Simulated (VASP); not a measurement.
# Hf (Fm-3m) in VASP: notebook

The runs below take Hf through density of states, electric field gradients, with PBEsol.

All numbers are computed with VASP 6.6.1; they aren't measurements. Logs are shortened: lines on timing, memory, paths and dates and some standing lists are left out, and cuts for length are marked.

## (1) The cell of the first run

The structure is cubic, space group Fm-3m (No. 225). Conventional cell: a = 4.440 Å, b = 4.440 Å, c = 4.440 Å, α = 90.00°, β = 90.00°, γ = 90.00°. Within 4.1 Å of Hf (site symmetry m-3m) lie 12 Hf at 3.14 Å.

## (2) Density of states, PBEsol

Contents of POSCAR:

```
Hf
1.0
    0.0000000000      2.2200000000      2.2200000000
    2.2200000000      0.0000000000      2.2200000000
    2.2200000000      2.2200000000      0.0000000000
Hf
1
Direct
    0.0000000000      0.0000000000      0.0000000000
```

Contents of INCAR.step1:

```
SYSTEM = Hf
PREC     = Accurate       ! precision mode
ENCUT    = 520            ! plane-wave cutoff, eV
EDIFF    = 1E-6           ! SCF threshold, eV
ISMEAR   = -1             ! smearing method
SIGMA    = 0.03           ! smearing width, eV
LREAL    = .FALSE.        ! projectors in reciprocal space
LASPH    = .TRUE.         ! aspherical terms in the spheres
NELM     = 80             ! most SCF steps
ALGO     = Normal         ! electronic algorithm
ISIF     = 2              ! what is computed and relaxed
LWAVE    = .FALSE.        ! write WAVECAR
LCHARG   = .TRUE.         ! write CHGCAR
LMAXMIX  = 4              ! l up to which the mixer works
GGA      = PS             ! functional
NBANDS   = 11             ! bands
```

Contents of KPOINTS.step1:

```
regular mesh
0
G
  16 16 16
  0 0 0
```

Contents of INCAR.step2:

```
SYSTEM = Hf
PREC     = Accurate       ! precision mode
ENCUT    = 520            ! plane-wave cutoff, eV
EDIFF    = 1E-6           ! SCF threshold, eV
ISMEAR   = -5             ! smearing method
SIGMA    = 0.03           ! smearing width, eV
LREAL    = .FALSE.        ! projectors in reciprocal space
LASPH    = .TRUE.         ! aspherical terms in the spheres
NELM     = 80             ! most SCF steps
ALGO     = Normal         ! electronic algorithm
ISIF     = 2              ! what is computed and relaxed
LWAVE    = .FALSE.        ! write WAVECAR
LCHARG   = .FALSE.        ! write CHGCAR
LMAXMIX  = 4              ! l up to which the mixer works
GGA      = PS             ! functional
LORBIT   = 10             ! projections on sites
NBANDS   = 11             ! bands
NEDOS    = 2001           ! points of the DOS
ICHARG   = 11             ! starting density
```

Contents of KPOINTS.step2:

```
regular mesh
0
G
  24 24 24
  0 0 0
```

Potentials or basis: VASP PAW PBE potentials, release 64 (Hf_pv).

On the command line:

```bash
> cat potpaw_PBE.64/Hf_pv/POTCAR > POTCAR
> cp INCAR.step1 INCAR
> cp KPOINTS.step1 KPOINTS
> mpirun -np 1 vasp_std > vasp.out
> cp INCAR.step2 INCAR
> cp KPOINTS.step2 KPOINTS
> mpirun -np 1 vasp_std > vasp.out
```

OUTCAR:

```text
SYSTEM = Hf
   PREC = Accurate
   ENCUT = 520
   EDIFF = 1E-6
   ISMEAR = -5
   LREAL = .FALSE.
   LASPH = .TRUE.
   NELM = 80
   ISIF = 2
   GGA = PS
   LORBIT = 10
   ICHARG = 11

 ion  position               nearest neighbor table
   1  0.000  0.000  0.000-

  LATTYP: Found a face centered cubic cell.
 ALAT       =     4.4400000000

  Lattice vectors:

 A1 = (   0.0000000000,   2.2200000000,   2.2200000000)
 A2 = (   2.2200000000,   0.0000000000,   2.2200000000)
 A3 = (   2.2200000000,   2.2200000000,   0.0000000000)

Analysis of symmetry for initial positions (statically):
=====================================================================
 Subroutine PRICEL returns:
 Original cell was already a primitive cell.

 Routine SETGRP: Setting up the symmetry group for a
 face centered cubic supercell.

 Subroutine GETGRP returns: Found 48 space group operations
 (whereof 48 operations were pure point group operations)
 out of a pool of 48 trial point group operations.

The static configuration has the point symmetry O_h .

Analysis of symmetry for dynamics (positions and initial velocities):
=====================================================================
 Subroutine PRICEL returns:
 Original cell was already a primitive cell.

 Routine SETGRP: Setting up the symmetry group for a
 face centered cubic supercell.

 Subroutine GETGRP returns: Found 48 space group operations
 (whereof 48 operations were pure point group operations)
 out of a pool of 48 trial point group operations.

The dynamic configuration has the point symmetry O_h .

 Subroutine INISYM returns: Found 48 space group operations
 (whereof 48 operations are pure point group operations),
 and found     1 'primitive' translations

----------------------------------------------------------------------------------------

                                     Primitive cell

  volume of cell :      21.8821

  direct lattice vectors                    reciprocal lattice vectors
     0.000000000  2.220000000  2.220000000    -0.225225225  0.225225225  0.225225225
     2.220000000  0.000000000  2.220000000     0.225225225 -0.225225225  0.225225225
     2.220000000  2.220000000  0.000000000     0.225225225  0.225225225 -0.225225225

  length of vectors
     3.139554108  3.139554108  3.139554108     0.390101533  0.390101533  0.390101533

  position of ions in fractional coordinates (direct lattice)
     0.000000000  0.000000000  0.000000000

  ion indices of the primitive-cell ions
   primitive index   ion index
                 1           1

----------------------------------------------------------------------------------------

 KPOINTS: regular mesh

Automatic generation of k-mesh.
 Grid dimensions read from file:
 generate k-points for:   24   24   24

 Generating k-lattice:

  Cartesian coordinates                     Fractional coordinates (reciprocal lattice)
    -0.009384384  0.009384384  0.009384384     0.041666667  0.000000000  0.000000000
     0.009384384 -0.009384384  0.009384384     0.000000000  0.041666667  0.000000000
     0.009384384  0.009384384 -0.009384384     0.000000000  0.000000000  0.041666667

  Length of vectors
     0.016254231  0.016254231  0.016254231

  Shift w.r.t. Gamma in fractional coordinates (k-lattice)
     0.000000000  0.000000000  0.000000000

 TETIRR: Found   1864 inequivalent tetrahedra from    82944

 Subroutine IBZKPT returns following result:
 ===========================================

 Found    413 irreducible k-points:

 Following reciprocal coordinates:
            Coordinates               Weight
  0.000000  0.000000  0.000000      1.000000
  0.041667  0.000000  0.000000      8.000000
  0.083333  0.000000  0.000000      8.000000
  0.125000  0.000000  0.000000      8.000000
  0.166667  0.000000  0.000000      8.000000
  0.208333  0.000000  0.000000      8.000000
[... 16 lines left out ...]
  0.416667  0.041667  0.000000     24.000000
  0.458333  0.041667  0.000000     24.000000
 [... further k-points ...]
   k-points           NKPTS =    413   k-points in BZ     NKDIM =    413   number of bands    NBANDS=     11
   number of dos      NEDOS =   2001   number of ions     NIONS =      1
   total plane-waves  NPLWV =  13824
   dimension x,y,z NGX =    24 NGY =   24 NGZ =   24
   dimension x,y,z NGXF=    48 NGYF=   48 NGZF=   48
   ions per type =               1
   NGX,Y,Z   is equivalent  to a cutoff of  12.71, 12.71, 12.71 a.u.
   NGXF,Y,Z  is equivalent  to a cutoff of  25.42, 25.42, 25.42 a.u.
 SYSTEM =  Hf
   PREC   = accura    normal or accurate (medium, high low for compatibility)
   ISTART =      0    job   : 0-new  1-cont  2-samecut
   ICHARG =     11    charge: 1-file 2-atom 10-const
   ISPIN  =      1    spin polarized calculation?
   LNONCOLLINEAR =      F non collinear calculations
   LSORBIT =      F    spin-orbit coupling
   LASPH  =      T    aspherical Exc in radial PAW
   ENCUT  =  520.0 eV  38.22 Ry    6.18 a.u.   5.84  5.84  5.84*2*pi/ulx,y,z
   NELM   =     80;   NELMIN=  2; NELMDL=  0     # of ELM steps
   EDIFF  = 0.1E-05   stopping-criterion for ELM
   LREAL  =      F    real-space projection
   EDIFFG = 0.1E-04   stopping-criterion for IOM
   NSW    =      0    number of steps for IOM
   IBRION =     -1    ionic relax: 0-MD 1-quasi-New 2-CG
   NFREE  =      0    steps in history (QN), initial steepest desc. (CG)
   ISIF   =      2    stress and relaxation
   ISYM   =      2    0-nonsym 1-usesym 2-fastsym
   POTIM  = 0.5000    time-step for ionic-motion
   TEBEG  =    0.0;   TEEND  =   0.0 temperature during run
   PSTRESS=    0.0 pullay stress
   NELECT =      10.0000    total number of electrons
   NUPDOWN=      -1.0000    fix difference up-down
   EMIN   =  10.00;   EMAX   =-10.00  energy-range for DOS
   EFERMI =   0.00;   METHOD = LEGACY
   ISMEAR =    -5;   SIGMA  =   0.03  broadening in eV -4-tet -1-fermi 0-gaus
   EFERMI_NEDOS =   21; number of points for ismear=-14 and -15
   IALGO  =     38    algorithm
   IMIX   =      4    mixing-type and parameters
     AMIX     =   0.40;   BMIX     =  1.00
     AMIX_MAG =   1.60;   BMIX_MAG =  1.00
  volume/ion in A,a.u.               =      21.88       147.67
  Fermi-wavevector in a.u.,A,eV,Ry     =   1.260991  2.382927 21.634588  1.590097
  Thomas-Fermi vector in A             =   2.394472
   LORBIT       =     10    0 simple, 1 ext, 2 COOP (PROOUT), +10 PAW based schemes
   GGA     = PS    functional components
   LHFCALC =     F    Hartree Fock is set to
   AEXX    =    0.0000 exact exchange contribution
   IVDW    =     0    specifies the selected vdW correction
   LEPSILON=     F    determine dielectric tensor
   LRPA    =     F    only Hartree local field effects (RPA)
 non-spin polarized calculation
 Fermi weights with tetrahedron method with Bloechl corrections
  energy-cutoff  :      520.00
  volume of cell :       21.88
 maximum number of plane-waves:       609

 number of electron      10.0000000 magnetization

 Free energy of the ion-electron system (eV)
  ---------------------------------------------------
  ext. energy  EPLUGINS =         0.00000000
  ---------------------------------------------------
  free energy    TOTEN  =       -10.43146937 eV

  energy without entropy =      -10.43146937  energy(sigma->0) =      -10.43146937

 E-fermi :   4.7392     XC(G=0): -11.4944

 val. band max:        4.7618778845   @ k =  -0.3750   0.1250   0.0417
 cond. band min:       4.7266271390   @ k =  -0.2500   0.2500   0.0833
 fundamental gap:     -0.0352507454
 Fermi energy:         4.7392164538

 k-point     1 :       0.0000    0.0000    0.0000
  band No.  band energies     occupation
      1     -25.1466      2.00000
      2     -25.1466      2.00000
      3     -25.1466      2.00000
      4      -2.5574      2.00000
      5       6.1341      0.00000
      6       6.1341      0.00000
      7       6.1341      0.00000
      8       8.9979      0.00000
      9       8.9979      0.00000
     10      16.1779      0.00000
     11      17.8603      0.00000

 k-point     2 :       0.0417    0.0000    0.0000
  band No.  band energies     occupation
      1     -25.1627      2.00000
      2     -25.1486      2.00000
      3     -25.1486      2.00000
      4      -2.4944      2.00000
      5       6.0684      0.00000
      6       6.1651      0.00000
      7       6.1651      0.00000
      8       8.9627      0.00000
      9       8.9627      0.00000
     10      16.3210      0.00000
     11      17.8599      0.00000

 k-point     3 :       0.0833    0.0000    0.0000
  band No.  band energies     occupation
      1     -25.2097      2.00000
      2     -25.1545      2.00000
      3     -25.1545      2.00000
      4      -2.3087      2.00000
      5       5.8866      0.00000
      6       6.2514      0.00000
      7       6.2514      0.00000
      8       8.8706      0.00000
      9       8.8706      0.00000
     10      16.7236      0.00000
     11      17.8587      0.00000

 k-point     4 :       0.1250    0.0000    0.0000
  band No.  band energies     occupation
      1     -25.2837      2.00000
      2     -25.1639      2.00000
      3     -25.1639      2.00000
      4      -2.0094      2.00000
      5       5.6272      0.00000
      6       6.3715      0.00000
      7       6.3715      0.00000
      8       8.7625      0.00000
      9       8.7625      0.00000
     10      17.2712      0.00000
     11      17.8558      0.00000

 k-point     5 :       0.1667    0.0000    0.0000
  band No.  band energies     occupation
      1     -25.3789      2.00000
      2     -25.1761      2.00000
      3     -25.1761      2.00000
      4      -1.6128      2.00000
      5       5.3377      0.00000
      6       6.4843      0.00000
      7       6.4843      0.00000
      8       8.7027      0.00000
      9       8.7027      0.00000
     10      17.3851      0.00000
     11      17.8628      0.00000
[... 211 lines left out ...]
 k-point    21 :       0.3333    0.0417    0.0000
  band No.  band energies     occupation
      1     -25.7841      2.00000
      2     -25.2424      2.00000
      3     -25.2302      2.00000
      4       0.2280      2.00000
      5       4.6829      2.08452
      6       6.2086      0.00000
      7       6.3497      0.00000
      8       9.4088      0.00000
      9       9.9771      0.00000
     10      15.4862      0.00000
     11      17.8524      0.00000

 k-point    22 :       0.3750    0.0417    0.0000
  band No.  band energies     occupation
      1     -25.8761      2.00000
      2     -25.2537      2.00000
      3     -25.2449      2.00000
      4       0.6087      2.00000
      5       4.7790      0.36987
      6       6.0611      0.00000
      7       6.2116      0.00000
      8       9.9374      0.00000
      9      10.4317      0.00000
     10      15.0699      0.00000
     11      17.7536      0.00000

 k-point    23 :       0.4167    0.0417    0.0000
  band No.  band energies     occupation
      1     -25.9488      2.00000
      2     -25.2619      2.00000
      3     -25.2574      2.00000
      4       0.8708      2.00000
      5       4.9740     -0.02102
      6       5.9530      0.00000
      7       6.0899      0.00000
      8      10.4619      0.00000
      9      10.8420      0.00000
     10      14.7271      0.00000
     11      16.9337      0.00000

 k-point    24 :       0.4583    0.0417    0.0000
  band No.  band energies     occupation
      1     -25.9979      2.00000
      2     -25.2671      2.00000
      3     -25.2664      2.00000
      4       1.0203      2.00000
      5       5.1772      0.00000
      6       5.9009      0.00000
      7       6.0009      0.00000
      8      10.9119      0.00000
      9      11.1234      0.00000
     10      14.4619      0.00000
     11      16.2711      0.00000

 [... further k-points ...]

------------------------ aborting loop because EDIFF is reached ----------------------------------------

  FORCE on cell =-STRESS in cart. coord.  units (eV):
  Direction    XX          YY          ZZ          XY          YZ          ZX
  --------------------------------------------------------------------------------------
  -------------------------------------------------------------------------------------
  Total       -0.2761863     -0.2761863     -0.2761863      0.0000000      0.0000000     -0.0000000
  in kB      -20.2219837    -20.2219837    -20.2219837      0.0000000      0.0000000     -0.0000000
  external PRESSURE =     -20.2219837 kB  Pullay stress =       0.0000000 kB

 VOLUME and BASIS-vectors are now :
 -----------------------------------------------------------------------------
  energy-cutoff  :      520.00
  volume of cell :       21.88
      direct lattice vectors                 reciprocal lattice vectors
     0.000000000  2.220000000  2.220000000    -0.225225225  0.225225225  0.225225225
     2.220000000  0.000000000  2.220000000     0.225225225 -0.225225225  0.225225225
     2.220000000  2.220000000  0.000000000     0.225225225  0.225225225 -0.225225225

 POSITION                                       TOTAL-FORCE (eV/Angst)
 -----------------------------------------------------------------------------------
      0.00000      0.00000      0.00000         0.000000      0.000000      0.000000
 -----------------------------------------------------------------------------------
    total drift:                                0.000000     -0.000000      0.000000

  FREE ENERGIE OF THE ION-ELECTRON SYSTEM (eV)
  ---------------------------------------------------
  free  energy   TOTEN  =       -10.4314693712 eV

  energy  without entropy=      -10.4314693712  energy(sigma->0) =      -10.43146937

 total charge

# of ion       s       p       d       tot
------------------------------------------
    1        0.394   6.393   1.590   8.377
```

Wall time 58 s (1 thread of AMD EPYC 7R13 (Zen 3), shared host); peak memory 0.18 GiB.

What came out:

* Valence electrons inside the program's atomic spheres: Hf 8.38

Caveat: the PAW data sets were made with another functional, which shifts forces and pressure a little; spin-orbit coupling is left out, which moves the levels of the heavy elements; tetrahedron occupations give inexact forces and stress in metals.

(Continued in part 2 of 2.)
